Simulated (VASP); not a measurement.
Crystal: Mg.

```xyz
2
Lattice="3.2093 0.0000 0.0000 -1.6046 2.7793 0.0000 0.0000 0.0000 5.2103" Properties=species:S:1:pos:R:3 pbc="T T T"
Mg    0.0000    1.8529    1.3026
Mg    1.6046    0.9264    3.9077
```

Base run:

```yaml
Program: VASP 6.6.1
Functional: PBE
Potentials_or_basis: VASP PAW PBE potentials, release 64 (Mg)
Cutoff: 520 eV
k_mesh: 12 × 12 × 7
Occupations: fermi-dirac, width 0.08 eV
Spin: no spin polarisation
```

Its results: band gap on the k mesh zero (band 2 reaches 3.57 eV, above the bottom of band 3 at 1.33 eV); pressure -0.6 GPa.

Question: The run is repeated on the same cell with these changes: functional from PBE to PBEsol. What comes out?

Answer: Band gap on the k mesh zero (band 2 reaches 3.53 eV, above the bottom of band 3 at 1.29 eV); pressure -1.2 GPa.

PBEsol binds more tightly than PBE, so the same cell stands under less pressure.

Caveats: the PAW data sets were made with another functional, which shifts forces and pressure a little (some runs).
